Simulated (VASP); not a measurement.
Set up this calculation in VASP 6.6.1, as the native input.

| Property | Result |
| --- | --- |
| Task | relaxation of cell and atoms |
| Functional | PBE |
| Potentials or basis | VASP PAW PBE potentials, release 64 (Zr_sv, Ga_d, Se) |
| Cutoff | 600 eV |
| k mesh | 6 × 6 × 6 |
| Occupations | gaussian, width 0.1 eV |
| Spin | no spin polarisation |
| Dipole correction | no |
| Further INCAR settings | ALGO = Normal; EDIFF = 1e-06; IBRION = 2; EDIFFG = -0.04; NSW = 90; ISIF = 3 |

The structure of ZrGa2Se2 lies in POSCAR:

```
ZrGa2Se2
1.0
   -2.0309497200      2.0309497200      6.2884391100
    2.0309497200     -2.0309497200      6.2884391100
    2.0309497200      2.0309497200     -6.2884391100
Zr Ga Se
1 2 2
Direct
    0.0000000000      0.0000000000      0.0000000000
    0.7500000000      0.2500000000      0.5000000000
    0.2500000000      0.7500000000      0.5000000000
    0.6570819000      0.6570819000      0.0000000000
    0.3429181000      0.3429181000      0.0000000000
```

The cell was generated, and may not be a known phase.

These files were run (other wordings do the same):

INCAR

```
ALGO     = Normal         # electronic algorithm
EDIFF    = 1E-6           # SCF threshold, eV
EDIFFG   = -0.04          # ionic threshold
ENCUT    = 600            # plane-wave cutoff, eV
GGA      = PE             # functional
IBRION   = 2              # ionic algorithm
ISIF     = 3              # what is computed and relaxed
ISMEAR   = 0              # smearing method
LASPH    = True           # aspherical terms in the spheres
LCHARG   = False          # write CHGCAR
LREAL    = False          # projectors in reciprocal space
LWAVE    = False          # write WAVECAR
NELM     = 60             # most SCF steps
NSW      = 90             # ionic steps
PREC     = Accurate       # precision mode
SIGMA    = 0.1            # smearing width, eV
```

KPOINTS

```
k-points
0
Gamma
  6 6 6
```

Potentials or basis: VASP PAW PBE potentials, release 64 (Zr_sv, Ga_d, Se).

Command:

```console
$ cat potpaw_PBE.64/Zr_sv/POTCAR potpaw_PBE.64/Ga_d/POTCAR potpaw_PBE.64/Se/POTCAR > POTCAR
$ mpirun -np 1 vasp_std > vasp.out
```

It gave:

```
Relaxed volume                        : 21.34 Å³/atom
Relaxed cell                          : a = 8.819 Å, b = 8.819 Å, c = 8.819 Å, α = 156.76°, β = 156.76°, γ = 33.10°
Space group after relaxing (to 0.1 Å) : I4/mmm (No. 139)
Pressure after relaxing               : -0.2 GPa
Largest force after relaxing          : 0.007 eV/Å
Band gap on the k mesh                : zero (bands 25 and 26 overlap by 1.42 eV)
```

Caveat: a cell axis changed by over 15 % at a fixed basis, so the end point is rough.

Wall time 90 min on 1 thread of Intel(R) Xeon(R) Platinum 8488C (Sapphire Rapids), with other jobs on the host, peak memory 0.58 GiB.
